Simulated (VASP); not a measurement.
Write the native input for VASP 6.6.1 that does the following.

| Item | Value |
| --- | --- |
| Task | relaxation of cell and atoms |
| Functional | PBE |
| Potentials or basis | VASP PAW PBE potentials, release 64 (Zr_sv, P) |
| Cutoff | 600 eV |
| k mesh | 2 × 2 × 6 |
| Occupations | gaussian, width 0.1 eV |
| Spin | no spin polarisation |
| Dipole correction | no |
| Further INCAR settings | ALGO = Normal; EDIFF = 1e-06; IBRION = 2; EDIFFG = -0.04; NSW = 90; ISIF = 3 |

The structure of Zr3P2 lies in POSCAR:

```
Zr3P2
1.0
    7.5253101100      0.0000000000      0.0000000000
    0.0000000000      7.5253101100      0.0000000000
    0.0000000000      0.0000000000      3.6482674100
Zr P
6 4
Direct
    0.0000000000      0.0000000000      0.0000000000
    0.5000000000      0.5000000000      0.0000000000
    0.1622599900      0.6622599900      0.5000000000
    0.3377400100      0.1622599900      0.5000000000
    0.8377400100      0.3377400100      0.5000000000
    0.6622599900      0.8377400100      0.5000000000
    0.6339899900      0.1339899900      0.0000000000
    0.8660100100      0.6339899900      0.0000000000
    0.3660100100      0.8660100100      0.0000000000
    0.1339899900      0.3660100100      0.0000000000
```

The cell was generated, and may not be a known phase.

These files were run (other wordings do the same):

INCAR

```
ALGO = Normal
EDIFF = 1E-6
EDIFFG = -0.04
ENCUT = 600
GGA = PE
IBRION = 2
ISIF = 3
ISMEAR = 0
LASPH = True
LCHARG = False
LREAL = False
LWAVE = False
NELM = 100
NSW = 90
PREC = Accurate
SIGMA = 0.1
```

KPOINTS

```
k-points
0
Gamma
  2 2 6
```

Potentials or basis: VASP PAW PBE potentials, release 64 (Zr_sv, P).

Run with:

```sh
$ cat potpaw_PBE.64/Zr_sv/POTCAR potpaw_PBE.64/P/POTCAR > POTCAR
$ mpirun -np 1 vasp_std > vasp.out
```

It gave:

* Relaxed volume: 17.93 Å³/atom
* Relaxed cell: a = 7.041 Å, b = 7.041 Å, c = 3.618 Å, α = 90.00°, β = 90.00°, γ = 90.00°
* Space group after relaxing (to 0.1 Å): P4/mbm (No. 127)
* Energy gained by relaxing: 177.5 meV/atom
* Ionic steps: 14
* Pressure after relaxing: 0.0 GPa
* Largest force after relaxing: 0.009 eV/Å
* Band gap on the k mesh: zero (bands 46 and 47 overlap by 0.41 eV)

Caveat: the k points lie up to 0.45 Å⁻¹ apart in the final cell.

It took 17 min on 1 thread of AMD EPYC 9R45 96-Core Processor (Zen 5), with other jobs on the host, peak memory 0.38 GiB.
